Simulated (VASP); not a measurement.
Hf, 2 atoms in the cell. It takes space group P6_3/mmc (No. 194, hexagonal). Conventional cell: a = 3.149 Å, b = 3.149 Å, c = 4.991 Å, α = 90.00°, β = 90.00°, γ = 120.00°. Within 4.1 Å of Hf (site symmetry -6m2) lie 12 Hf at 3.09 to 3.15 Å. 

| Quantity | Value |
| --- | --- |
| Program | VASP 6.6.1 |
| Task | single point |
| Functional | PBEsol |
| Potentials or basis | VASP PAW PBE potentials, release 64 (Hf_pv) |
| Cutoff | 500 eV |
| k mesh | 18 × 18 × 10 |
| Occupations | fermi-dirac, width 0.1 eV |
| Spin | no spin polarisation |
| Dipole correction | no |
| Further INCAR settings | ALGO = Normal; EDIFF = 1e-06; NBANDS = 17 |

Potentials or basis: VASP PAW PBE potentials, release 64 (Hf_pv).

Run with:

```console
$ cat potpaw_PBE.64/Hf_pv/POTCAR > POTCAR
$ mpirun -np 1 vasp_std > vasp.out
```

Hardware: 1 thread of Intel(R) Xeon(R) Platinum 8259CL CPU @ 2.50GHz (Skylake/Cascade Lake), on a shared host.

How long does it take, and how much memory?

Run time: 80 s on 1 thread of Intel(R) Xeon(R) Platinum 8259CL CPU @ 2.50GHz (Skylake/Cascade Lake), on a shared host, peak memory 0.25 GiB. Counts: scf iterations 11, k points 222.
